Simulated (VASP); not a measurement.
# Si (Imma) in VASP: a series of runs, part 2 of 2

VASP 6.6.1.

## 4. Single point, LDA (13.73 Å³/atom)

This run uses another cell than the first one, of 13.73 Å³/atom.

Contents of INCAR:

```
SYSTEM = Si
ALGO = Normal
EDIFF = 1E-7
ENCUT = 520
GGA = CA
ISIF = 2
ISMEAR = -1
LASPH = .True.
LCHARG = .True.
LELF = .True.
LREAL = .False.
LVHAR = .True.
LWAVE = .False.
NBANDS = 11
NELM = 100
PREC = Accurate
SIGMA = 0.05
```

Contents of KPOINTS:

```
k-points
0
Gamma
  16 16 16
  0 0 0
```

Contents of POSCAR:

```
Si
1.0
   -2.2584784602      2.3763688286      1.2792359115
    2.2584784602     -2.3763688286      1.2792359115
    2.2584784602      2.3763688286     -1.2792359115
Si
2
Direct
    0.8070000000      0.5570000000      0.2500000000
    0.1930000000      0.4430000000      0.7500000000
```

Potentials or basis: VASP PAW LDA potentials, release 64 (Si).

Launch:

```
cat potpaw_LDA.64/Si/POTCAR > POTCAR
mpirun -np 1 vasp_std > vasp.out
```

OUTCAR:

```text
SYSTEM = Si
   EDIFF = 1E-7
   ENCUT = 520
   GGA = CA
   ISIF = 2
   ISMEAR = -1
   LASPH = .True.
   LREAL = .False.
   NELM = 100
   PREC = Accurate

 ion  position               nearest neighbor table
   1  0.807  0.557  0.250-   2 2.39   2 2.39   2 2.46   2 2.46   2 2.75   2 2.75
   2  0.193  0.443  0.750-   1 2.39   1 2.39   1 2.46   1 2.46   1 2.75   1 2.75

  LATTYP: Found a body centered orthorhombic cell.
 ALAT       =     2.5584718230
 B/A-ratio  =     1.7654901961
 C/A-ratio  =     1.8576470589

  Lattice vectors:

 A1 = (   2.2584784602,  -2.3763688286,   1.2792359115)
 A2 = (  -2.2584784602,  -2.3763688286,  -1.2792359115)
 A3 = (   2.2584784602,   2.3763688286,  -1.2792359115)

Analysis of symmetry for initial positions (statically):
=====================================================================
 Subroutine PRICEL returns:
 Original cell was already a primitive cell.

 Routine SETGRP: Setting up the symmetry group for a
 body centered orthorhombic supercell.

 Subroutine GETGRP returns: Found  8 space group operations
 (whereof  4 operations were pure point group operations)
 out of a pool of  8 trial point group operations.

The static configuration has the point symmetry C_2h.
 The point group associated with its full space group is D_2h.

Analysis of symmetry for dynamics (positions and initial velocities):
=====================================================================
 Subroutine PRICEL returns:
 Original cell was already a primitive cell.

 Routine SETGRP: Setting up the symmetry group for a
 body centered orthorhombic supercell.

 Subroutine GETGRP returns: Found  8 space group operations
 (whereof  4 operations were pure point group operations)
 out of a pool of  8 trial point group operations.

The dynamic configuration has the point symmetry C_2h.
 The point group associated with its full space group is D_2h.

 Subroutine INISYM returns: Found  8 space group operations
 (whereof  4 operations are pure point group operations),
 and found     1 'primitive' translations

----------------------------------------------------------------------------------------

                                     Primitive cell

  volume of cell :      27.4625

  direct lattice vectors                    reciprocal lattice vectors
    -2.258478460  2.376368829  1.279235912     0.000000000  0.210405049  0.390858321
     2.258478460 -2.376368829  1.279235912     0.221387987  0.000000000  0.390858321
     2.258478460  2.376368829 -1.279235912     0.221387987  0.210405049  0.000000000

  length of vectors
     3.519133172  3.519133172  3.519133172     0.443892455  0.449202479  0.305422536

  position of ions in fractional coordinates (direct lattice)
     0.807000000  0.557000000  0.250000000
     0.193000000  0.443000000  0.750000000

  ion indices of the primitive-cell ions
   primitive index   ion index
                 1           1
                 2           2

----------------------------------------------------------------------------------------

 KPOINTS: k-points

Automatic generation of k-mesh.
 Grid dimensions read from file:
 generate k-points for:   16   16   16

 Generating k-lattice:

  Cartesian coordinates                     Fractional coordinates (reciprocal lattice)
     0.000000000  0.013150316  0.024428645     0.062500000  0.000000000  0.000000000
     0.013836749  0.000000000  0.024428645     0.000000000  0.062500000 -0.000000000
     0.013836749  0.013150316  0.000000000     0.000000000 -0.000000000  0.062500000

  Length of vectors
     0.027743278  0.028075155  0.019088908

  Shift w.r.t. Gamma in fractional coordinates (k-lattice)
     0.000000000  0.000000000  0.000000000

 Subroutine IBZKPT returns following result:
 ===========================================

 Found    621 irreducible k-points:

 Following reciprocal coordinates:
            Coordinates               Weight
  0.000000  0.000000  0.000000      1.000000
  0.062500  0.000000 -0.000000      4.000000
  0.125000  0.000000 -0.000000      4.000000
  0.187500  0.000000 -0.000000      4.000000
  0.250000  0.000000 -0.000000      4.000000
  0.312500 -0.000000  0.000000      4.000000
[... 16 lines left out ...]
 -0.187500  0.062500  0.000000      8.000000
 -0.125000  0.062500  0.000000      8.000000
 [... further k-points ...]
   k-points           NKPTS =    621   k-points in BZ     NKDIM =    621   number of bands    NBANDS=     11
   number of dos      NEDOS =    301   number of ions     NIONS =      2
   total plane-waves  NPLWV =  21952
   dimension x,y,z NGX =    28 NGY =   28 NGZ =   28
   dimension x,y,z NGXF=    56 NGYF=   56 NGZF=   56
   ions per type =               2
   NGX,Y,Z   is equivalent  to a cutoff of  13.23, 13.23, 13.23 a.u.
   NGXF,Y,Z  is equivalent  to a cutoff of  26.45, 26.45, 26.45 a.u.
 SYSTEM =  Si
   PREC   = accura    normal or accurate (medium, high low for compatibility)
   ISTART =      0    job   : 0-new  1-cont  2-samecut
   ICHARG =      2    charge: 1-file 2-atom 10-const
   ISPIN  =      1    spin polarized calculation?
   LNONCOLLINEAR =      F non collinear calculations
   LSORBIT =      F    spin-orbit coupling
   LASPH  =      T    aspherical Exc in radial PAW
   ENCUT  =  520.0 eV  38.22 Ry    6.18 a.u.   6.54  6.54  6.54*2*pi/ulx,y,z
   NELM   =    100;   NELMIN=  2; NELMDL= -5     # of ELM steps
   EDIFF  = 0.1E-06   stopping-criterion for ELM
   LREAL  =      F    real-space projection
   EDIFFG = 0.1E-05   stopping-criterion for IOM
   NSW    =      0    number of steps for IOM
   IBRION =     -1    ionic relax: 0-MD 1-quasi-New 2-CG
   NFREE  =      0    steps in history (QN), initial steepest desc. (CG)
   ISIF   =      2    stress and relaxation
   ISYM   =      2    0-nonsym 1-usesym 2-fastsym
   POTIM  = 0.5000    time-step for ionic-motion
   TEBEG  =    0.0;   TEEND  =   0.0 temperature during run
   PSTRESS=    0.0 pullay stress
   NELECT =       8.0000    total number of electrons
   NUPDOWN=      -1.0000    fix difference up-down
   EMIN   =  10.00;   EMAX   =-10.00  energy-range for DOS
   EFERMI =   0.00;   METHOD = LEGACY
   ISMEAR =    -1;   SIGMA  =   0.05  broadening in eV -4-tet -1-fermi 0-gaus
   EFERMI_NEDOS =   21; number of points for ismear=-14 and -15
   IALGO  =     38    algorithm
   IMIX   =      4    mixing-type and parameters
     AMIX     =   0.40;   BMIX     =  1.00
     AMIX_MAG =   1.60;   BMIX_MAG =  1.00
  volume/ion in A,a.u.               =      13.73        92.66
  Fermi-wavevector in a.u.,A,eV,Ry     =   1.085237  2.050801 16.024123  1.177740
  Thomas-Fermi vector in A             =   2.221346
   LORBIT       =      0    0 simple, 1 ext, 2 COOP (PROOUT), +10 PAW based schemes
   GGA     = CA    functional components
   LHFCALC =     F    Hartree Fock is set to
   AEXX    =    0.0000 exact exchange contribution
   IVDW    =     0    specifies the selected vdW correction
   LEPSILON=     F    determine dielectric tensor
   LRPA    =     F    only Hartree local field effects (RPA)
 non-spin polarized calculation
  energy-cutoff  :      520.00
  volume of cell :       27.46
 maximum number of plane-waves:       765
 NGX is ok and might be reduce to    28
   NGX = 13   NGY = 13   NGZ = 13

 number of electron       8.0000000 magnetization

 Free energy of the ion-electron system (eV)
  ---------------------------------------------------
  ext. energy  EPLUGINS =         0.00000000
  ---------------------------------------------------
  free energy    TOTEN  =       -11.43582360 eV

  energy without entropy =      -11.42974584  energy(sigma->0) =      -11.43278472

 E-fermi :  10.5170     XC(G=0): -11.4129

 val. band max:       10.5167617981   @ k =  -0.1875  -0.0625   0.0625
 cond. band min:      10.5175197682   @ k =   0.5000   0.4375   0.0000
 fundamental gap:      0.0007579701
 Fermi energy:        10.5170340313

 k-point     1 :       0.0000    0.0000    0.0000
  band No.  band energies     occupation
      1      -4.1387      2.00000
      2       7.5939      2.00000
      3       8.0766      2.00000
      4       8.7946      2.00000
      5      11.6985      0.00000
      6      18.2857      0.00000
      7      19.5028      0.00000
      8      20.3653      0.00000
      9      20.8993      0.00000
     10      21.0338      0.00000
     11      22.4655      0.00000
[... 309 lines left out ...]
 k-point    24 :      -0.1250    0.0625    0.0000
  band No.  band energies     occupation
      1      -3.9260      2.00000
      2       6.4601      2.00000
      3       7.8069      2.00000
      4       9.9812      1.99996
      5      12.6401      0.00000
      6      16.4383      0.00000
      7      18.5874      0.00000
      8      19.7799      0.00000
      9      20.3301      0.00000
     10      21.4557      0.00000
     11      22.8985      0.00000

 [... further k-points ...]
[... 5 lines left out ...]
  --------------------------------------------------------------------------------------
  -------------------------------------------------------------------------------------
  Total        1.4740788      1.8280606      1.5107833      0.0000000     -0.0000000      0.0000000
  in kB       85.9984970    106.6499679     88.1398519      0.0000000     -0.0000000      0.0000000
  external PRESSURE =      93.5961056 kB  Pullay stress =       0.0000000 kB

 VOLUME and BASIS-vectors are now :
 -----------------------------------------------------------------------------
  energy-cutoff  :      520.00
  volume of cell :       27.46
      direct lattice vectors                 reciprocal lattice vectors
    -2.258478460  2.376368829  1.279235912     0.000000000  0.210405049  0.390858321
     2.258478460 -2.376368829  1.279235912     0.221387987  0.000000000  0.390858321
     2.258478460  2.376368829 -1.279235912     0.221387987  0.210405049  0.000000000

 POSITION                                       TOTAL-FORCE (eV/Angst)
 -----------------------------------------------------------------------------------
      0.00000      1.18818      1.42507         0.000000      0.000000      0.023888
      2.25848      1.18818     -0.14583        -0.000000     -0.000000     -0.023888
 -----------------------------------------------------------------------------------
    total drift:                                0.000000     -0.000000     -0.000000

  FREE ENERGIE OF THE ION-ELECTRON SYSTEM (eV)
  ---------------------------------------------------
  free  energy   TOTEN  =       -11.4358235998 eV

  energy  without entropy=      -11.4297458360  energy(sigma->0) =      -11.43278472
```

OSZICAR:

```text
N       E                     dE             d eps       ncg     rms          rms(c)
DAV:   1     0.487624821611E+01    0.48762E+01   -0.35050E+03 13670   0.617E+02
DAV:   2    -0.110529186518E+02   -0.15929E+02   -0.15324E+02 17754   0.869E+01
DAV:   3    -0.114734182911E+02   -0.42050E+00   -0.41731E+00 17858   0.116E+01
DAV:   4    -0.114750743682E+02   -0.16561E-02   -0.16557E-02 16497   0.904E-01
DAV:   5    -0.114750813425E+02   -0.69743E-05   -0.69748E-05 17331   0.533E-02    0.498E+00
DAV:   6    -0.114504366325E+02    0.24645E-01   -0.45342E-03 16057   0.324E-01    0.287E+00
DAV:   7    -0.114359303142E+02    0.14506E-01   -0.93045E-03 15855   0.482E-01    0.191E-01
DAV:   8    -0.114358368370E+02    0.93477E-04   -0.76212E-04 16078   0.158E-01    0.442E-02
DAV:   9    -0.114358238287E+02    0.13008E-04   -0.19755E-05 17390   0.271E-02    0.240E-02
DAV:  10    -0.114358235951E+02    0.23364E-06   -0.20076E-06 17595   0.819E-03    0.169E-03
DAV:  11    -0.114358235998E+02   -0.46788E-08   -0.84449E-08  9886   0.189E-03
   1 F= -.11435824E+02 E0= -.11432785E+02  d E =-.607776E-02
```

stdout:

```text
POSCAR found type information on POSCAR Si
 POSCAR found :  1 types and       2 ions
 scaLAPACK will be used
 LDA part: xc-table for (Slater(with rela. corr.)+CA(PZ))
 , standard interpolation
 POSCAR, INCAR and KPOINTS ok, starting setup
 FFT: planning ... GRIDC
 FFT: planning ... GRID_SOFT
 FFT: planning ... GRID
 WAVECAR not read
 entering main loop
```

Wall time 4 min (1 thread of Intel Xeon 8259CL, shared host); peak memory 0.25 GiB.

What came out:

```
Free energy            : -11.4358 eV
Pressure               : 9.4 GPa
Largest force          : 0.024 eV/Å
Band gap on the k mesh : zero (bands 4 and 5 overlap by 7.31 eV)
```

Forces on the atoms (eV/Å):
```
Si   0.000  0.000  0.024
Si   0.000  0.000 -0.024
```

Levels at points of the mesh, in eV from the Fermi level:
| k point | band 1 | band 2 | band 3 | band 4 | band 5 | band 6 | band 7 | band 8 |
| --- | --- | --- | --- | --- | --- | --- | --- | --- |
| (0.00, 0.00, 0.00) | -14.66 | -2.92 | -2.44 | -1.72 | 1.18 | 7.77 | 8.99 | 9.85 |
| (0.50, 0.00, 0.00) | -7.87 | -7.54 | -1.78 | -1.32 | -1.32 | 0.11 | 4.78 | 5.16 |
| (0.00, 0.50, 0.00) | -7.82 | -7.20 | -2.78 | -2.16 | -1.47 | 1.16 | 5.11 | 6.26 |
| (0.50, 0.50, 0.00) | -11.34 | -11.34 | 0.16 | 0.16 | 2.91 | 2.91 | 8.56 | 8.56 |
| (0.50, 0.50, 0.50) | -9.15 | -8.12 | -7.56 | -7.28 | 5.68 | 6.53 | 13.92 | 14.50 |

Caveat: the cell stands under pressure.

## 5. Single point, LDA (14.14 Å³/atom)

This run uses another cell than the first one, of 14.14 Å³/atom.

Contents of INCAR:

```
ALGO = Normal
EDIFF = 1E-6
ENCUT = 520
ISIF = 2
ISMEAR = -1
LASPH = T
LCHARG = F
LREAL = F
LWAVE = F
NBANDS = 11
NELM = 80
PREC = Accurate
SIGMA = 0.05
```

Contents of KPOINTS:

```
k-points
0
Gamma
  16 16 16
```

Contents of POSCAR:

```
Si
1.0
   -2.2806218180      2.3996680480      1.2917782399
    2.2806218180     -2.3996680480      1.2917782399
    2.2806218180      2.3996680480     -1.2917782399
Si
2
Direct
    0.8070000000      0.5570000000      0.2500000000
    0.1930000000      0.4430000000      0.7500000000
```

Launch:

```
cat potpaw_LDA.64/Si/POTCAR > POTCAR
mpirun -np 1 vasp_std > vasp.out
```

It took 3.7 min on 1 thread of Intel Xeon 8259CL, shared host; peak memory 0.26 GiB.

The run converged. Its results:

| Quantity | Value |
| --- | --- |
| Free energy | -11.4723 eV |
| Pressure | 5.0 GPa |
| Largest force | 0.047 eV/Å |
| Band gap on the k mesh | zero (bands 4 and 5 overlap by 7.12 eV) |

Forces in eV/Å, atoms in the order of the input:
```
Si   0.000  0.000  0.047
Si   0.000  0.000 -0.047
```

Stress tensor (GPa, compression positive):
```
4.43 0.00 0.00
0.00 5.92 0.00
0.00 0.00 4.73
```

Levels at points of the mesh, in eV from the Fermi level:
| k point | band 1 | band 2 | band 3 | band 4 | band 5 | band 6 | band 7 | band 8 |
| --- | --- | --- | --- | --- | --- | --- | --- | --- |
| (0.00, 0.00, 0.00) | -14.38 | -2.85 | -2.38 | -1.82 | 1.32 | 7.72 | 8.76 | 9.62 |
| (0.50, 0.00, 0.00) | -7.76 | -7.39 | -1.76 | -1.35 | -1.26 | 0.20 | 4.65 | 5.05 |
| (0.00, 0.50, 0.00) | -7.74 | -7.01 | -2.71 | -2.11 | -1.56 | 1.29 | 4.98 | 6.22 |
| (0.50, 0.50, 0.00) | -11.13 | -11.13 | 0.18 | 0.18 | 2.85 | 2.85 | 8.36 | 8.36 |
| (0.50, 0.50, 0.50) | -9.03 | -8.03 | -7.36 | -7.08 | 5.54 | 6.49 | 13.51 | 14.04 |

Caveat: the cell stands under pressure.

## 6. Overview

| cell | gap on the mesh (eV) | pressure (GPa) | largest force (eV/Å) |
| --- | --- | --- | --- |
| a = 3.436 Å, angles 100.2, 95.0, 137.4°, 2 atoms | none | 22.4 | 0.05 |
| a = 3.484 Å, angles 100.2, 95.0, 137.4°, 2 atoms | none | 14.4 | - |
| a = 3.519 Å, angles 100.2, 95.0, 137.4°, 2 atoms | none | 9.4 | 0.02 |
| a = 3.554 Å, angles 100.2, 95.0, 137.4°, 2 atoms | none | 5.0 | 0.05 |

Alike in all rows: task single point; level LDA; potentials or basis VASP PAW LDA potentials, release 64 (Si); no spin polarisation; k mesh 16 × 16 × 16; cutoff (eV) 520; smearing fermi-dirac 0.05 eV.

Caveats: the cell stands under pressure.

Absolute energies hang on the potentials; compare differences alone.
